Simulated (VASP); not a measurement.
# TaSi2 (P6_222) in VASP: a series of runs

TaSi2 is run at these levels: PBE; tasks: single point, relaxation of cell and atoms.

All numbers are computed with VASP 6.6.1; they aren't measurements. Logs are shortened: lines on timing, memory, paths and dates and some standing lists are left out, and cuts for length are marked.

## Step 1: The cell of the first run

Symmetry: P6_222, No. 180, hexagonal system. The conventional cell has a = 4.806 Å, b = 4.806 Å, c = 6.595 Å, α = 90.00°, β = 90.00°, γ = 120.00°. Within 3.5 Å of Ta (site symmetry 222) lie 10 Si at 2.62 to 2.84 Å and 4 Ta at 3.26 Å. Within 3.4 Å of Si (site symmetry 2) lie 9 Si at 2.57 to 3.34 Å and 5 Ta at 2.62 to 2.84 Å.

## Step 2: Single point, PBE

File INCAR:

```
SYSTEM = TaSi2
PREC = Accurate ; ENCUT = 520
EDIFF = 1E-6 ; ISMEAR = 1
SIGMA = 0.1 ; LREAL = .False.
LASPH = .True. ; NELM = 100
ALGO = Normal ; ISIF = 2
LWAVE = .False. ; LCHARG = .False.
GGA = PE ; NBANDS = 38
```

File KPOINTS:

```
Automatic mesh
0
Gamma
  12 12 8
  0 0 0
```

File POSCAR:

```
TaSi2
1.0
    4.8062029673      0.0000000000      0.0000000000
   -2.4031014837      4.1622938655      0.0000000000
    0.0000000000      0.0000000000      6.5952407696
Ta Si
3 6
Direct
    0.5000000000      0.0000000000      0.5000000000
    0.5000000000      0.5000000000      0.8333333333
    0.0000000000      0.5000000000      0.1666666667
    0.1588834051      0.3177668103      0.5000000000
    0.8411165949      0.1588834051      0.8333333333
    0.6822331897      0.8411165949      0.1666666667
    0.8411165949      0.6822331897      0.5000000000
    0.1588834051      0.8411165949      0.8333333333
    0.3177668103      0.1588834051      0.1666666667
```

Potentials or basis: VASP PAW PBE potentials, release 64 (Ta_pv, Si).

The run is started by

```
cat potpaw_PBE.64/Ta_pv/POTCAR potpaw_PBE.64/Si/POTCAR > POTCAR
mpirun -np 1 vasp_std > vasp.out
```

OUTCAR:

```text
SYSTEM = TaSi2
   PREC = Accurate
   ENCUT = 520
   EDIFF = 1E-6
   ISMEAR = 1
   LREAL = .False.
   LASPH = .True.
   NELM = 100
   ISIF = 2
   GGA = PE

 ion  position               nearest neighbor table
   1  0.500  0.000  0.500-   6 2.62   9 2.62   8 2.62   5 2.62   4 2.74   7 2.74   7 2.74   4 2.74
                             4 2.84   7 2.84   3 3.26   3 3.26   2 3.26   2 3.26
   2  0.500  0.500  0.833-   4 2.62   7 2.62   6 2.62   9 2.62   8 2.74   5 2.74   8 2.74   5 2.74
                             8 2.84   5 2.84   1 3.26   1 3.26   3 3.26   3 3.26
   3  0.000  0.500  0.167-   4 2.62   7 2.62   5 2.62   8 2.62   9 2.74   6 2.74   9 2.74   6 2.74
                             6 2.84   9 2.84   1 3.26   1 3.26   2 3.26   2 3.26
   4  0.159  0.318  0.500-   5 2.57   9 2.57   3 2.62   2 2.62   7 2.65   1 2.74   1 2.74   1 2.84
                             7 2.84   7 2.84
   5  0.841  0.159  0.833-   4 2.57   6 2.57   1 2.62   3 2.62   8 2.65   2 2.74   2 2.74   2 2.84
                             8 2.84   8 2.84
   6  0.682  0.841  0.167-   7 2.57   5 2.57   1 2.62   2 2.62   9 2.65   3 2.74   3 2.74   3 2.84
                             9 2.84   9 2.84
   7  0.841  0.682  0.500-   8 2.57   6 2.57   3 2.62   2 2.62   4 2.65   1 2.74   1 2.74   1 2.84
                             4 2.84   4 2.84
   8  0.159  0.841  0.833-   7 2.57   9 2.57   1 2.62   3 2.62   5 2.65   2 2.74   2 2.74   2 2.84
                             5 2.84   5 2.84
   9  0.318  0.159  0.167-   4 2.57   8 2.57   1 2.62   2 2.62   6 2.65   3 2.74   3 2.74   3 2.84
                             6 2.84   6 2.84

  LATTYP: Found a hexagonal cell.
 ALAT       =     4.8062029673
 C/A-ratio  =     1.3722351749

  Lattice vectors:

 A1 = (   4.8062029673,   0.0000000000,   0.0000000000)
 A2 = (  -2.4031014837,   4.1622938655,   0.0000000000)
 A3 = (   0.0000000000,   0.0000000000,   6.5952407696)

Analysis of symmetry for initial positions (statically):
=====================================================================
 Subroutine PRICEL returns:
 Original cell was already a primitive cell.

 Routine SETGRP: Setting up the symmetry group for a
 hexagonal supercell.

 Subroutine GETGRP returns: Found 12 space group operations
 (whereof  4 operations were pure point group operations)
 out of a pool of 24 trial point group operations.

The static configuration has the point symmetry D_2 .
 The point group associated with its full space group is D_6 .

Analysis of symmetry for dynamics (positions and initial velocities):
=====================================================================
 Subroutine PRICEL returns:
 Original cell was already a primitive cell.

 Routine SETGRP: Setting up the symmetry group for a
 hexagonal supercell.

 Subroutine GETGRP returns: Found 12 space group operations
 (whereof  4 operations were pure point group operations)
 out of a pool of 24 trial point group operations.

The dynamic configuration has the point symmetry D_2 .
 The point group associated with its full space group is D_6 .

 Subroutine INISYM returns: Found 12 space group operations
 (whereof  4 operations are pure point group operations),
 and found     1 'primitive' translations

----------------------------------------------------------------------------------------

                                     Primitive cell

  volume of cell :     131.9367

  direct lattice vectors                    reciprocal lattice vectors
     4.806202967  0.000000000  0.000000000     0.208064455  0.120126069  0.000000000
    -2.403101484  4.162293865  0.000000000     0.000000000  0.240252138  0.000000000
     0.000000000  0.000000000  6.595240770     0.000000000  0.000000000  0.151624487

  length of vectors
     4.806202967  4.806202967  6.595240770     0.240252138  0.240252138  0.151624487

  position of ions in fractional coordinates (direct lattice)
     0.500000000  0.000000000  0.500000000
     0.500000000  0.500000000  0.833333333
     0.000000000  0.500000000  0.166666667
     0.158883405  0.317766810  0.500000000
     0.841116595  0.158883405  0.833333333
     0.682233190  0.841116595  0.166666667
     0.841116595  0.682233190  0.500000000
     0.158883405  0.841116595  0.833333333
     0.317766810  0.158883405  0.166666667

  ion indices of the primitive-cell ions
   primitive index   ion index
                 1           1
                 2           2
                 3           3
                 4           4
                 5           5
                 6           6
                 7           7
                 8           8
                 9           9

----------------------------------------------------------------------------------------

 KPOINTS: Automatic mesh

Automatic generation of k-mesh.
 Grid dimensions read from file:
 generate k-points for:   12   12    8

 Generating k-lattice:

  Cartesian coordinates                     Fractional coordinates (reciprocal lattice)
     0.017338705  0.010010506  0.000000000     0.083333333  0.000000000  0.000000000
     0.000000000  0.020021011  0.000000000     0.000000000  0.083333333  0.000000000
     0.000000000  0.000000000  0.018953061     0.000000000  0.000000000  0.125000000

  Length of vectors
     0.020021011  0.020021011  0.018953061

  Shift w.r.t. Gamma in fractional coordinates (k-lattice)
     0.000000000  0.000000000  0.000000000

 Subroutine IBZKPT returns following result:
 ===========================================

 Found     95 irreducible k-points:

 Following reciprocal coordinates:
            Coordinates               Weight
  0.000000  0.000000  0.000000      1.000000
  0.083333 -0.000000  0.000000      6.000000
  0.166667 -0.000000  0.000000      6.000000
  0.250000 -0.000000  0.000000      6.000000
  0.333333 -0.000000  0.000000      6.000000
  0.416667  0.000000  0.000000      6.000000
[... 16 lines left out ...]
  0.250000 -0.000000  0.125000     12.000000
  0.333333 -0.000000  0.125000     12.000000
 [... further k-points ...]
   k-points           NKPTS =     95   k-points in BZ     NKDIM =     95   number of bands    NBANDS=     38
   number of dos      NEDOS =    301   number of ions     NIONS =      9
   total plane-waves  NPLWV =  64800
   dimension x,y,z NGX =    36 NGY =   36 NGZ =   50
   dimension x,y,z NGXF=    72 NGYF=   72 NGZF=  100
   ions per type =               3   6
   NGX,Y,Z   is equivalent  to a cutoff of  12.45, 12.45, 12.60 a.u.
   NGXF,Y,Z  is equivalent  to a cutoff of  24.90, 24.90, 25.21 a.u.
 SYSTEM =  TaSi2
   PREC   = accura    normal or accurate (medium, high low for compatibility)
   ISTART =      0    job   : 0-new  1-cont  2-samecut
   ICHARG =      2    charge: 1-file 2-atom 10-const
   ISPIN  =      1    spin polarized calculation?
   LNONCOLLINEAR =      F non collinear calculations
   LSORBIT =      F    spin-orbit coupling
   LASPH  =      T    aspherical Exc in radial PAW
   ENCUT  =  520.0 eV  38.22 Ry    6.18 a.u.   8.94  8.94 12.26*2*pi/ulx,y,z
   NELM   =    100;   NELMIN=  2; NELMDL= -5     # of ELM steps
   EDIFF  = 0.1E-05   stopping-criterion for ELM
   LREAL  =      F    real-space projection
   EDIFFG = 0.1E-04   stopping-criterion for IOM
   NSW    =      0    number of steps for IOM
   IBRION =     -1    ionic relax: 0-MD 1-quasi-New 2-CG
   NFREE  =      0    steps in history (QN), initial steepest desc. (CG)
   ISIF   =      2    stress and relaxation
   ISYM   =      2    0-nonsym 1-usesym 2-fastsym
   POTIM  = 0.5000    time-step for ionic-motion
   TEBEG  =    0.0;   TEEND  =   0.0 temperature during run
   PSTRESS=    0.0 pullay stress
   NELECT =      57.0000    total number of electrons
   NUPDOWN=      -1.0000    fix difference up-down
   EMIN   =  10.00;   EMAX   =-10.00  energy-range for DOS
   EFERMI =   0.00;   METHOD = LEGACY
   ISMEAR =     1;   SIGMA  =   0.10  broadening in eV -4-tet -1-fermi 0-gaus
   EFERMI_NEDOS =   21; number of points for ismear=-14 and -15
   IALGO  =     38    algorithm
   IMIX   =      4    mixing-type and parameters
     AMIX     =   0.40;   BMIX     =  1.00
     AMIX_MAG =   1.60;   BMIX_MAG =  1.00
  volume/ion in A,a.u.               =      14.66        98.93
  Fermi-wavevector in a.u.,A,eV,Ry     =   1.237593  2.338712 20.839189  1.531637
  Thomas-Fermi vector in A             =   2.372154
   LORBIT       =      0    0 simple, 1 ext, 2 COOP (PROOUT), +10 PAW based schemes
   GGA     = PE    functional components
   LHFCALC =     F    Hartree Fock is set to
   AEXX    =    0.0000 exact exchange contribution
   IVDW    =     0    specifies the selected vdW correction
   LEPSILON=     F    determine dielectric tensor
   LRPA    =     F    only Hartree local field effects (RPA)
 non-spin polarized calculation
 Methfessel and Paxton  Order N= 1 SIGMA  =   0.10
  energy-cutoff  :      520.00
  volume of cell :      131.94
 maximum number of plane-waves:      3579
 NGX is ok and might be reduce to    36
   NGX = 17   NGY = 17   NGZ = 25

 number of electron      57.0000007 magnetization

 Free energy of the ion-electron system (eV)
  ---------------------------------------------------
  ext. energy  EPLUGINS =         0.00000000
  ---------------------------------------------------
  free energy    TOTEN  =       -72.26410045 eV

  energy without entropy =      -72.26466112  energy(sigma->0) =      -72.26428734

 E-fermi :   9.2198     XC(G=0): -12.0154

 val. band max:        9.2179623514   @ k =   0.3333   0.1667   0.3750
 cond. band min:       9.2449335653   @ k =   0.4167   0.0833   0.0000
 fundamental gap:      0.0269712138
 Fermi energy:         9.2198343615

 k-point     1 :       0.0000    0.0000    0.0000
  band No.  band energies     occupation
      1     -25.1883      2.00000
      2     -25.1839      2.00000
      3     -25.1839      2.00000
      4     -25.1177      2.00000
      5     -25.1177      2.00000
      6     -25.0302      2.00000
[... 30 lines left out ...]
     37      13.0601      0.00000
     38      13.1703      0.00000

 k-point     2 :       0.0833   -0.0000    0.0000
  band No.  band energies     occupation
      1     -25.1993      2.00000
      2     -25.1854      2.00000
      3     -25.1736      2.00000
      4     -25.1183      2.00000
      5     -25.1168      2.00000
      6     -25.0325      2.00000
[... 30 lines left out ...]
     37      12.9931      0.00000
     38      13.0148      0.00000

 k-point     3 :       0.1667   -0.0000    0.0000
  band No.  band energies     occupation
      1     -25.2115      2.00000
      2     -25.1893      2.00000
      3     -25.1638      2.00000
      4     -25.1200      2.00000
      5     -25.1140      2.00000
      6     -25.0347      2.00000
[... 30 lines left out ...]
     37      12.8851      0.00000
     38      13.0927      0.00000

 k-point     4 :       0.2500   -0.0000    0.0000
  band No.  band energies     occupation
      1     -25.2218      2.00000
      2     -25.1943      2.00000
      3     -25.1571      2.00000
      4     -25.1223      2.00000
      5     -25.1100      2.00000
      6     -25.0353      2.00000
[... 30 lines left out ...]
     37      12.8823      0.00000
     38      13.1845      0.00000
[... 703 lines left out ...]
      4     -25.1226      2.00000
      5     -25.1136      2.00000
      6     -25.0430      2.00000
[... 30 lines left out ...]
     37      12.8598      0.00000
     38      13.1810      0.00000

 k-point    23 :       0.2500   -0.0000    0.1250
  band No.  band energies     occupation
      1     -25.2206      2.00000
      2     -25.1990      2.00000
      3     -25.1502      2.00000
      4     -25.1260      2.00000
      5     -25.1082      2.00000
      6     -25.0455      2.00000
[... 30 lines left out ...]
     37      13.0139      0.00000
     38      13.2445      0.00000

 k-point    24 :       0.3333   -0.0000    0.1250
  band No.  band energies     occupation
      1     -25.2270      2.00000
      2     -25.2040      2.00000
      3     -25.1480      2.00000
      4     -25.1294      2.00000
      5     -25.1031      2.00000
      6     -25.0470      2.00000
[... 30 lines left out ...]
     37      13.1538      0.00000
     38      13.3794      0.00000

 [... further k-points ...]

------------------------ aborting loop because EDIFF is reached ----------------------------------------

  FORCE on cell =-STRESS in cart. coord.  units (eV):
  Direction    XX          YY          ZZ          XY          YZ          ZX
  --------------------------------------------------------------------------------------
  -------------------------------------------------------------------------------------
  Total        0.0743391      0.0743391      0.0844135     -0.0000000      0.0000000      0.0000000
  in kB        0.9027398      0.9027398      1.0250787     -0.0000000      0.0000000      0.0000000
  external PRESSURE =       0.9435195 kB  Pullay stress =       0.0000000 kB

 VOLUME and BASIS-vectors are now :
 -----------------------------------------------------------------------------
  energy-cutoff  :      520.00
  volume of cell :      131.94
      direct lattice vectors                 reciprocal lattice vectors
     4.806202967  0.000000000  0.000000000     0.208064455  0.120126069  0.000000000
    -2.403101484  4.162293865  0.000000000     0.000000000  0.240252138  0.000000000
     0.000000000  0.000000000  6.595240770     0.000000000  0.000000000  0.151624487

 POSITION                                       TOTAL-FORCE (eV/Angst)
 -----------------------------------------------------------------------------------
      2.40310      0.00000      3.29762        -0.000000      0.000000     -0.000000
      1.20155      2.08115      5.49603        -0.000000      0.000000      0.000000
     -1.20155      2.08115      1.09921        -0.000000      0.000000     -0.000000
     -0.00000      1.32264      3.29762         0.000000     -0.004086     -0.000000
      3.66076      0.66132      5.49603         0.003539     -0.002043     -0.000000
      1.25766      3.50097      1.09921         0.003539      0.002043     -0.000000
      2.40310      2.83966      3.29762        -0.000000      0.004086     -0.000000
     -1.25766      3.50097      5.49603        -0.003539      0.002043     -0.000000
      1.14544      0.66132      1.09921        -0.003539     -0.002043      0.000000
 -----------------------------------------------------------------------------------
    total drift:                                0.000000     -0.000000     -0.000000

  FREE ENERGIE OF THE ION-ELECTRON SYSTEM (eV)
  ---------------------------------------------------
  free  energy   TOTEN  =       -72.2641004513 eV

  energy  without entropy=      -72.2646611225  energy(sigma->0) =      -72.26428734
```

Wall time 8.6 min (1 thread of AMD EPYC 7R13 (Zen 3), shared host); peak memory 0.46 GiB.

What came out:

```yaml
Free_energy: -72.2641 eV
Pressure: 0.1 GPa
Largest_force: 0.004 eV/Å
```

Forces on the atoms (eV/Å):
```
Ta   0.000  0.000  0.000
Ta   0.000  0.000  0.000
Ta   0.000  0.000  0.000
Si   0.000 -0.004  0.000
Si   0.004 -0.002  0.000
Si   0.004  0.002  0.000
Si   0.000  0.004  0.000
Si  -0.004  0.002  0.000
Si  -0.004 -0.002  0.000
```

Caveat: spin-orbit coupling is left out, which moves the levels of the heavy elements.

## Step 3: Relaxation of cell and atoms, PBE

This run uses another cell than the first one, of 14.43 Å³/atom, 0.984 times its volume.

File INCAR:

```
ALGO = Normal ; EDIFF = 1E-7
EDIFFG = -0.01 ; ENCUT = 600
GGA = PE ; IBRION = 2
ISIF = 3 ; ISMEAR = 1
LASPH = True ; LCHARG = False
LREAL = False ; LWAVE = False
NELM = 100 ; NSW = 80
PREC = Accurate ; SIGMA = 0.1
```

File KPOINTS:

```
k-points
0
Gamma
  12 12 8
```

File POSCAR:

```
TaSi2
1.0
    4.7800000000      0.0000000000      0.0000000000
   -2.3900000000      4.1396014301      0.0000000000
    0.0000000000      0.0000000000      6.5640000000
Ta Si
3 6
Direct
    0.5000000000      0.0000000000      0.5000000000
    0.5000000000      0.5000000000      0.8333333333
    0.0000000000      0.5000000000      0.1666666667
    0.1666500000      0.3333000000      0.5000000000
    0.8333500000      0.1666500000      0.8333333333
    0.6667000000      0.8333500000      0.1666666667
    0.8333500000      0.6667000000      0.5000000000
    0.1666500000      0.8333500000      0.8333333333
    0.3333000000      0.1666500000      0.1666666667
```

Potentials or basis: VASP PAW PBE potentials, release 64 (Ta_pv, Si).

The run is started by

```
cat potpaw_PBE.64/Ta_pv/POTCAR potpaw_PBE.64/Si/POTCAR > POTCAR
mpirun -np 1 vasp_std > vasp.out
```

Run time: 54 min. Hardware: 1 thread of Intel Xeon Platinum 8259CL at 2.50GHz (Skylake/Cascade Lake), shared host; peak memory 0.58 GiB.

It converged, with:

* Free energy: -72.2657 eV
* Relaxed volume: 14.67 Å³/atom
* Relaxed cell: a = 4.807 Å, b = 4.807 Å, c = 6.596 Å, α = 90.00°, β = 90.00°, γ = 120.00°
* Space group after relaxing (to 0.05 Å): P6_222 (No. 180)
* Energy gained by relaxing: 20.6 meV/atom
* Ionic steps: 7
* Pressure after relaxing: 0.0 GPa

Forces on the atoms (eV/Å):
```
Ta   0.000  0.000  0.000
Ta   0.000  0.000  0.000
Ta   0.000  0.000  0.000
Si   0.000 -0.002  0.000
Si   0.002 -0.001  0.000
Si   0.002  0.001  0.000
Si   0.000  0.002  0.000
Si  -0.002  0.001  0.000
Si  -0.002 -0.001  0.000
```

Step by step:
| step | energy change (eV) | largest force (eV/Å) | pressure (GPa) | volume (Å³) |
| --- | --- | --- | --- | --- |
| 1 | 0.0000 | 0.8145 | 3.68 | 129.88 |
| 2 | -0.0781 | 0.2759 | -5.53 | 136.20 |
| 3 | -0.1096 | 0.4564 | -2.54 | 133.94 |
| 4 | -0.1837 | 0.0445 | -0.28 | 132.17 |
| 5 | -0.1845 | 0.0078 | 0.00 | 131.98 |
| 6 | -0.1849 | 0.0074 | 0.06 | 131.99 |
| 7 | -0.1850 | 0.0022 | 0.05 | 131.99 |

Final structure:
```
Ta Si
1.0
     4.80684    0.00000    0.00000
    -2.40342    4.16285    0.00000
     0.00000    0.00000    6.59596
Ta Si
3 6
Direct
  0.50000 0.00000 0.50000
  0.50000 0.50000 0.83333
  0.00000 0.50000 0.16667
  0.15887 0.31773 0.50000
  0.84113 0.15887 0.83333
  0.68227 0.84113 0.16667
  0.84113 0.68227 0.50000
  0.15887 0.84113 0.83333
  0.31773 0.15887 0.16667
```

Levels at points of the mesh, in eV from the Fermi level:
```csv
k point,band 26,band 27,band 28,band 29,band 30,band 31,band 32,band 33
"(0.00, 0.00, 0.00)",-2.44,-2.16,-2.16,-1.49,0.74,2.94,2.94,3.34
"(0.50, 0.00, 0.00)",-1.07,-0.73,-0.08,-0.05,0.86,1.15,1.52,1.92
"(0.00, 0.00, 0.50)",-2.04,-1.79,-1.79,1.13,1.13,2.53,2.53,3.36
"(0.50, 0.00, 0.50)",-2.01,-1.83,-0.68,-0.28,1.52,1.91,2.48,2.51
```

Caveat: spin-orbit coupling is left out, which moves the levels of the heavy elements. PBE usually gives volumes a little too large and moduli too small.
